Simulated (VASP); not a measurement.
CrGe4Mo, 6 atoms in the cell. Symmetry: P4/mmm, No. 123, tetragonal system. Conventional cell: a = 3.151 Å, b = 3.151 Å, c = 7.841 Å, α = 90.00°, β = 90.00°, γ = 90.00°. Within 3.4 Å of Cr (site symmetry 4/mmm) lie 10 Ge at 2.54 to 2.59 Å and 4 Cr at 3.15 Å. Within 3.4 Å of Ge (site symmetry 4mm) lie 1 Cr at 2.59 Å and 4 Mo at 2.59 Å and 9 Ge at 2.61 to 3.15 Å. Ge (site symmetry 4mm) has 9 Ge at 2.46 to 3.15 Å and 4 Cr at 2.54 Å and 1 Mo at 2.69 Å within 3.2 Å. Within 3.4 Å of Mo (site symmetry 4/mmm) lie 10 Ge at 2.59 to 2.69 Å and 4 Mo at 3.15 Å. 

```yaml
Program: VASP 6.6.1
Task: single point
Functional: PBE
Potentials_or_basis: VASP PAW PBE potentials, release 64 (Cr_pv, Ge_d, Mo_sv)
Cutoff: 520 eV
k_mesh: 12 × 12 × 6
Occupations: gaussian, width 0.1 eV
Spin: no spin polarisation
Dipole_correction: no
Further_INCAR_settings: ALGO = Normal; EDIFF = 1e-06; NBANDS = 50
```

Potentials or basis: VASP PAW PBE potentials, release 64 (Cr_pv, Ge_d, Mo_sv).

The run is started by

```console
$ cat potpaw_PBE.64/Cr_pv/POTCAR potpaw_PBE.64/Ge_d/POTCAR potpaw_PBE.64/Mo_sv/POTCAR > POTCAR
$ mpirun -np 1 vasp_std > vasp.out
```

Hardware: 1 thread of Intel(R) Xeon(R) Platinum 8259CL CPU @ 2.50GHz (Skylake/Cascade Lake), on a shared host.

Question: Estimate the wall time of this run.

Answer: It took 5.9 min on 1 thread of Intel(R) Xeon(R) Platinum 8259CL CPU @ 2.50GHz (Skylake/Cascade Lake), with other jobs on the host, peak memory 0.45 GiB. Counts: scf iterations 17, k points 112.
